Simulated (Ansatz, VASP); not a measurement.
**Pd in VASP and in Ansatz**

```
Pd
1.0
    -1.62171    1.74750    1.62171
     1.74750   -1.62171    1.62171
     1.49593    1.49593   -1.49593
Pd
1
Direct
  0.00000 0.00000 0.00000
```

Alike in both runs: task single point; functional PBE; k mesh 18 × 18 × 18; occupations gaussian, width 0.1 eV; no spin polarisation.

|  | VASP | Ansatz |
| --- | --- | --- |
| version | VASP 6.6.1 | Ansatz 0.2.0 |
| potentials or method | VASP PAW PBE potentials, release 64 (Pd), cutoff 520 eV | scalar-relativistic, plane waves, PAW |
| valence electrons in the cell | 10 | 18 |

VASP gave:

```
gap on the k mesh at the Fermi level (eV)                     : none
pressure (GPa)                                                : -9.3
traceless stress, the component that is largest in VASP (GPa) : 7.34
```

Q: Which values does Ansatz return?

A: gap on the k mesh at the Fermi level (eV): none; pressure (GPa): -9.1; traceless stress, the component that is largest in VASP (GPa): 7.42.

A gap of «none» marks a metal or a gap that the smearing closes. With one functional, cell and mesh, what is left measures potentials, basis and numerics. VASP's potentials hold 10 valence electrons a cell and Ansatz's 18, so a difference there can come from the potentials and not from the codes.
